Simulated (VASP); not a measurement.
Runs of VASP 6.6.1 on Al3GaIr. The structure is that of space group P4/mmm (No. 123), or close to it. The cells are those of the table. The cell was built from a structure type or drawn by symmetry, and may not be a known phase.

| task | spin | cell | k mesh | cutoff (eV) | gap on the mesh (eV) | pressure (GPa) | relaxed volume (Å³/atom) |
| --- | --- | --- | --- | --- | --- | --- | --- |
| single point | off | a = 4.776, b = 4.776, c = 4.803 Å, 5 atoms | 8 × 8 × 8 | 520 | none | 0.0 | - |
| single point | collinear | a = 4.777, b = 4.777, c = 4.790 Å, 5 atoms | 4 × 4 × 4 | 520 | none | 0.0 | - |
| single point | off | a = 4.513, b = 4.513, c = 4.799 Å, 5 atoms | 4 × 4 × 4 | 520 | none | (a) | - |
| relaxation of cell and atoms | off | relaxed from a = 4.513, b = 4.513, c = 4.799 Å, 5 atoms | 4 × 4 × 4 | 600 | none | 0.0 | 21.88 |
| single point | off | a = 4.777, b = 4.777, c = 4.790 Å, 5 atoms | 4 × 4 × 4 | 520 | none | 0.1 | - |
| relaxation of cell and atoms | off | relaxed from a = 4.777, b = 4.777, c = 4.790 Å, 5 atoms | 8 × 8 × 8 | 600 | none | 0.0 | 21.91 |

Alike in all rows: level PBE; potentials or basis VASP PAW PBE potentials, release 64 (Al, Ga_d, Ir); smearing gaussian 0.1 eV.

Estimate the missing entries.

(a) 11.3.

Caveats: spin-orbit coupling is left out, which moves the levels of the heavy elements; the cell stands under pressure (at least some runs).

A k mesh can miss the band edges, and the runs leave out spin-orbit coupling on Ga, Ir.

A gap of «none» marks levels without a gap at the run's occupations.
